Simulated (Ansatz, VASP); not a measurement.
## One calculation of Al, two programs

```xyz
8
Lattice="3.1301 0.0000 0.0000 0.0000 8.0703 0.0000 0.0000 0.0000 5.7495" Properties=species:S:1:pos:R:3 pbc="T T T"
Al    0.0000    0.0000    4.2327
Al    1.5650    4.0352    4.3915
Al    0.0000    0.0000    1.5168
Al    1.5650    4.0352    1.3579
Al    1.5615    6.4292    0.0000
Al    1.5686    1.6412    0.0000
Al   -0.0036    5.6763    2.8747
Al    3.1336    2.3940    2.8747
```

Alike in both runs: functional PBE; k mesh 4 × 4 × 4; occupations gaussian, width 0.1 eV; no spin polarisation.

Ansatz relaxed the structure, and its values are those at the end. VASP's run is a single point on that final structure, the one shown.

```csv
,VASP,Ansatz
version,VASP 6.6.1,Ansatz 0.2.0
potentials or method,"VASP PAW PBE potentials, release 64 (Al), cutoff 520 eV","scalar-relativistic, plane waves, PAW"
valence electrons in the cell,24,24
```

```tsv
	VASP	Ansatz	Ansatz less VASP
gap on the k mesh at the Fermi level (eV)	none	none	-
pressure (GPa)	-0.1	-0.1	+0.03
rms of the force components (eV/Å)	0.011	0.011	+0.0003
```

A gap of «none» marks a metal or a gap that the smearing closes.

The k mesh is coarse, so the values compare programs but aren't converged.
